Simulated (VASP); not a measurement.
# C (R-3m) in VASP: notebook, part 2 of 2

VASP 6.6.1.

## (5) Single point, PBE+D3(BJ)

This run uses another cell than the first one, of 9.06 Å³/atom.

INCAR

```
PREC     = Accurate       # precision mode
ENCUT    = 520            # plane-wave cutoff, eV
EDIFF    = 1E-6           # SCF threshold, eV
ISMEAR   = 0              # smearing method
SIGMA    = 0.05           # smearing width, eV
LREAL    = False          # projectors in reciprocal space
LASPH    = True           # aspherical terms in the spheres
NELM     = 60             # most SCF steps
ALGO     = Normal         # electronic algorithm
ISIF     = 2              # what is computed and relaxed
LWAVE    = False          # write WAVECAR
LCHARG   = False          # write CHGCAR
GGA      = PE             # functional
IVDW     = 12             # dispersion correction
NBANDS   = 11             # bands
```

KPOINTS

```
Automatic mesh
0
Gamma
  15 15 15
```

POSCAR

```
C
1.0
    1.2427105179      0.7174792520      3.3888323960
   -1.2427105179      0.7174792520      3.3888323960
    0.0000000000     -1.4349585041      3.3888323960
C
2
Direct
    0.1665956179      0.1665956179      0.1665956179
    0.8334043821      0.8334043821      0.8334043821
```

Potentials or basis: VASP PAW PBE potentials, release 64 (C).

Command:

```
$ cat potpaw_PBE.64/C/POTCAR > POTCAR
$ mpirun -np 1 vasp_std > vasp.out
```

OUTCAR:

```text
PREC = Accurate
   ENCUT = 520
   EDIFF = 1E-6
   ISMEAR = 0
   LREAL = False
   LASPH = True
   NELM = 60
   ISIF = 2
   GGA = PE
   IVDW = 12
 IVDW          = 12

 ion  position               nearest neighbor table
   1  0.167  0.167  0.167-   2 1.43   2 1.43   2 1.43
   2  0.833  0.833  0.833-   1 1.43   1 1.43   1 1.43

  LATTYP: Found a trigonal (rhomboedric) cell.
 ALAT       =     3.6801210465
 COS(alpha) =     0.7719417768

  Lattice vectors:

 A1 = (   1.2427105179,   0.7174792520,   3.3888323960)
 A2 = (  -1.2427105179,   0.7174792520,   3.3888323960)
 A3 = (   0.0000000000,  -1.4349585041,   3.3888323960)

Analysis of symmetry for initial positions (statically):
=====================================================================
 Subroutine PRICEL returns:
 Original cell was already a primitive cell.

 Routine SETGRP: Setting up the symmetry group for a
 trigonal (rhombohedral) supercell.

 Subroutine GETGRP returns: Found 12 space group operations
 (whereof 12 operations were pure point group operations)
 out of a pool of 12 trial point group operations.

The static configuration has the point symmetry D_3d.

Analysis of symmetry for dynamics (positions and initial velocities):
=====================================================================
 Subroutine PRICEL returns:
 Original cell was already a primitive cell.

 Routine SETGRP: Setting up the symmetry group for a
 trigonal (rhombohedral) supercell.

 Subroutine GETGRP returns: Found 12 space group operations
 (whereof 12 operations were pure point group operations)
 out of a pool of 12 trial point group operations.

The dynamic configuration has the point symmetry D_3d.

 Subroutine INISYM returns: Found 12 space group operations
 (whereof 12 operations are pure point group operations),
 and found     1 'primitive' translations

----------------------------------------------------------------------------------------

                                     Primitive cell

  volume of cell :      18.1293
[... 117 lines left out ...]
   IVDW    =    12    specifies the selected vdW correction
   LEPSILON=     F    determine dielectric tensor
   LRPA    =     F    only Hartree local field effects (RPA)
 non-spin polarized calculation
 Gauss-broadening in eV      SIGMA  =   0.05
  energy-cutoff  :      520.00
  volume of cell :       18.13
 maximum number of plane-waves:       505
   NGX = 13   NGY = 13   NGZ = 13

 number of electron       8.0000000 magnetization

 Free energy of the ion-electron system (eV)
  ---------------------------------------------------
  ext. energy  EPLUGINS =         0.00000000
  ---------------------------------------------------
  free energy    TOTEN  =       -18.41931297 eV

  energy without entropy =      -18.41931297  energy(sigma->0) =      -18.41931297

 E-fermi :   4.4199     XC(G=0): -10.2053

 val. band max:        4.1350743083   @ k =  -0.3333   0.3333   0.0000
 cond. band min:       4.7596933546   @ k =  -0.3333   0.3333   0.0000
 fundamental gap:      0.6246190464
 Fermi energy:         4.4198534188

 k-point     1 :       0.0000    0.0000    0.0000
  band No.  band energies     occupation
      1     -15.0032      2.00000
      2      -1.9848      2.00000
      3       1.4322      2.00000
      4       1.4322      2.00000
      5       8.7420      0.00000
      6      12.6520      0.00000
      7      12.6520      0.00000
      8      15.5065      0.00000
      9      16.5268      0.00000
     10      26.8565      0.00000
     11      29.7031      0.00000
[... 309 lines left out ...]
 k-point    24 :       0.2000    0.1333    0.0000
  band No.  band energies     occupation
      1     -14.2444      2.00000
      2      -1.4234      2.00000
      3      -0.9271      2.00000
      4       0.0664      2.00000
      5      10.1834      0.00000
      6      12.9439      0.00000
      7      13.2828      0.00000
      8      14.8753      0.00000
      9      18.2213      0.00000
     10      24.9300      0.00000
     11      28.5775      0.00000

 [... further k-points ...]

------------------------ aborting loop because EDIFF is reached ----------------------------------------

 Edisp (eV)   -0.30771

 E8    (eV) :    -0.0871

  FORCE on cell =-STRESS in cart. coord.  units (eV):
  Direction    XX          YY          ZZ          XY          YZ          ZX
  --------------------------------------------------------------------------------------
  -------------------------------------------------------------------------------------
  Total      -1.08764    -1.08764    -0.03512     0.00000     0.00000    -0.00000
  in kB     -96.11996   -96.11996    -3.10358     0.00000     0.00000    -0.00000
  external pressure =      -65.11 kB  Pullay stress =        0.00 kB

 VOLUME and BASIS-vectors are now :
 -----------------------------------------------------------------------------
  energy-cutoff  :      520.00
  volume of cell :       18.13
      direct lattice vectors                 reciprocal lattice vectors
     1.242710518  0.717479252  3.388832396     0.402346317  0.232294754  0.098362295
    -1.242710518  0.717479252  3.388832396    -0.402346317  0.232294754  0.098362295
     0.000000000 -1.434958504  3.388832396     0.000000000 -0.464589509  0.098362295

 POSITION                                       TOTAL-FORCE (eV/Angst)
 -----------------------------------------------------------------------------------
      0.00000     -0.00000      1.69369         0.000000     -0.000000      0.003430
      0.00000     -0.00000      8.47280         0.000000      0.000000     -0.003430
 -----------------------------------------------------------------------------------
    total drift:                               -0.000000     -0.000000      0.000000

  FREE ENERGIE OF THE ION-ELECTRON SYSTEM (eV)
  ---------------------------------------------------
  free  energy   TOTEN  =       -18.7270195588 eV

  energy  without entropy=      -18.7270195588  energy(sigma->0) =      -18.72701956
```

Run time: 2.4 min. Hardware: 1 thread of Intel Xeon 8259CL, shared host; peak memory 0.2 GiB.

What came out:

| Property | Result |
| --- | --- |
| Free energy | -18.7270 eV |
| Pressure | -6.5 GPa |
| Largest force | 0.003 eV/Å |
| Dispersion energy per atom | -0.154 eV |

Forces in eV/Å, atoms in the order of the input:
```
C    0.000  0.000  0.003
C    0.000  0.000 -0.003
```

Caveat: the stress differs along the axes, from -10 to -0 GPa.

## (6) Overview

| cell | pressure (GPa) | largest force (eV/Å) |
| --- | --- | --- |
| a = 3.559 Å, angles 39.5°, 2 atoms, atomic positions A | 26.5 | - |
| a = 3.589 Å, angles 39.5°, 2 atoms, atomic positions B | 14.4 | 3.09 |
| a = 3.680 Å, angles 39.5°, 2 atoms, atomic positions C | -6.8 | 1.27 |
| a = 3.680 Å, angles 39.5°, 2 atoms, atomic positions A | -6.5 | - |

Alike in all rows: task single point; level PBE+D3(BJ); potentials or basis VASP PAW PBE potentials, release 64 (C); no spin polarisation; k mesh 15 × 15 × 15; cutoff (eV) 520; smearing gaussian 0.05 eV.

Caveats: forces of over 1 eV/Å act on the atoms, so gaps and moduli don't describe the material at rest (at least some runs); the stress differs along the axes, from 1 to 39 GPa (at least some runs); the stress differs along the axes, from -5 to 24 GPa (at least some runs); the stress differs along the axes, from -10 to -1 GPa (at least some runs); the stress differs along the axes, from -10 to -0 GPa (at least some runs).

Total energies depend on the potentials used, so only differences within one code and one set of settings carry meaning.
